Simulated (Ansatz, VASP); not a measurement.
## Sb: VASP beside Ansatz

```
Sb
1.0
     4.04183    0.00000    0.00000
    -2.02092    3.50033    0.00000
     0.00000    0.00000   27.10000
Sb
2
Direct
  0.33333 0.66667 0.25858
  0.66667 0.33333 0.31891
```

Alike in both runs: functional PBEsol; k mesh 12 × 12 × 1; occupations gaussian, width 0.03 eV; no spin polarisation.

Ansatz relaxed the structure, and its values are those at the end. VASP's run is a single point on that final structure, the one shown.

|  | VASP | Ansatz |
| --- | --- | --- |
| version | VASP 6.6.1 | Ansatz 0.2.0 |
| potentials or method | VASP PAW PBE potentials, release 64 (Sb), cutoff 400 eV | scalar-relativistic, plane waves, PAW |
| valence electrons in the cell | 10 | 30 |

Ansatz gave:

```
gap on the k mesh at the Fermi level (eV) : 1.15
least direct gap on the mesh (eV)         : 1.68
rms of the force components (eV/Å)        : 0.000
```

**Question.** Estimate VASP's values.

**Answer.** gap on the k mesh at the Fermi level (eV): 1.16; least direct gap on the mesh (eV): 1.66; rms of the force components (eV/Å): 0.069.

VASP's potentials were made for PBE, not for PBEsol, and Ansatz warns of the same on its side. VASP's potentials hold 10 valence electrons a cell and Ansatz's 30, so a difference there can come from the potentials and not from the codes. Ansatz's warnings: slab cell height set, structure snapped to symmetry.

Neither program's run includes spin-orbit coupling.
